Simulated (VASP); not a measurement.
WSe:

```
CELL_PARAMETERS angstrom
0.00000 2.67820 2.67820
2.67820 0.00000 2.67820
2.67820 2.67820 0.00000
ATOMIC_POSITIONS crystal
W 0.00000 0.00000 0.00000
Se 0.25000 0.25000 0.25000
```

```yaml
Program: VASP 6.6.1
Task: relaxation of cell and atoms
Functional: PBE
Potentials_or_basis: VASP PAW PBE potentials, release 64 (W_sv, Se)
Cutoff: 600 eV
k_mesh: 6 × 6 × 6
Occupations: gaussian, width 0.1 eV
Spin: collinear spin, ferromagnetic start
Starting_moments: "[0.18, 0.0] μB"
```

At the start: pressure 29.4 GPa; volume 19.21 Å³/atom.

Task: Where does the relaxation end?

Result: Over 5 steps the energy falls by 268.1 meV/atom and the volume is 22.59 Å³/atom (+17.6 %); space group F-43m (No. 216, to 0.05 Å); moment 0.00 μB per cell.

The path:
| step | energy change (eV) | largest force (eV/Å) | pressure (GPa) | volume (Å³) |
| --- | --- | --- | --- | --- |
| 1 | 0.0000 | 0.0000 | 29.44 | 38.42 |
| 2 | 0.7360 | 0.0000 | -18.34 | 61.58 |
| 3 | -0.5320 | 0.0000 | -1.86 | 45.90 |
| 4 | -0.5359 | 0.0000 | -0.44 | 45.35 |
| 5 | -0.5361 | 0.0000 | 0.05 | 45.19 |

Final structure:
```cif
data_structure
_symmetry_space_group_name_H-M 'P 1'
_symmetry_Int_Tables_number 1
_cell_length_a 3.9980
_cell_length_b 3.9980
_cell_length_c 3.9980
_cell_angle_alpha 60.000
_cell_angle_beta 60.000
_cell_angle_gamma 60.000
_cell_volume 45.19
loop_
_atom_site_label
_atom_site_type_symbol
_atom_site_fract_x
_atom_site_fract_y
_atom_site_fract_z
_atom_site_occupancy
W1 W 0.00000 0.00000 0.00000 1
Se1 Se 0.25000 0.25000 0.25000 1
```

Caveat: the volume moved by over 15 % at a fixed basis, so the end points are rough.
